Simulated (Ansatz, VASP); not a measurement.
**One calculation of Au, two programs**

```xyz
6
Lattice="-4.1134 -2.0796 -2.0796 -2.0567 -4.1360 2.0564 -4.0961 2.0624 2.0624" Properties=species:S:1:pos:R:3 pbc="T T T"
Au   -4.1134   -4.1438   -0.0155
Au   -2.0567   -2.0719   -0.0077
Au    0.0000    0.0000    0.0000
Au   -6.1614   -2.0805   -0.0164
Au   -6.1614   -4.1446    2.0478
Au   -4.1048   -2.0728    2.0555
```

Alike in both runs: functional r2SCAN; k mesh 8 × 8 × 8; occupations gaussian, width 0.1 eV; no spin polarisation.

Ansatz relaxed the structure, and its values are those at the end. VASP's run is a single point on that final structure, the one shown.

|  | VASP | Ansatz |
| --- | --- | --- |
| version | VASP 6.6.1 | Ansatz 0.2.0 |
| potentials or method | VASP PAW PBE potentials, release 64 (Au), cutoff 520 eV | scalar-relativistic, plane waves, PAW |
| valence electrons in the cell | 66 | 114 |

VASP gave:

| Item | Value |
| --- | --- |
| gap on the k mesh at the Fermi level (eV) | none |
| pressure (GPa) | 0.2 |

Question: What did Ansatz give for the same quantities?

Answer: gap on the k mesh at the Fermi level (eV): none; pressure (GPa): 0.0.

VASP's potentials were made for PBE, not for r2SCAN. A gap of «none» marks a metal or a gap that the smearing closes. The functional is the same, so the differences come from potentials, cutoffs and numerics. VASP's potentials hold 66 valence electrons a cell and Ansatz's 114, so a difference there can come from the potentials and not from the codes.

Neither program's run includes spin-orbit coupling.
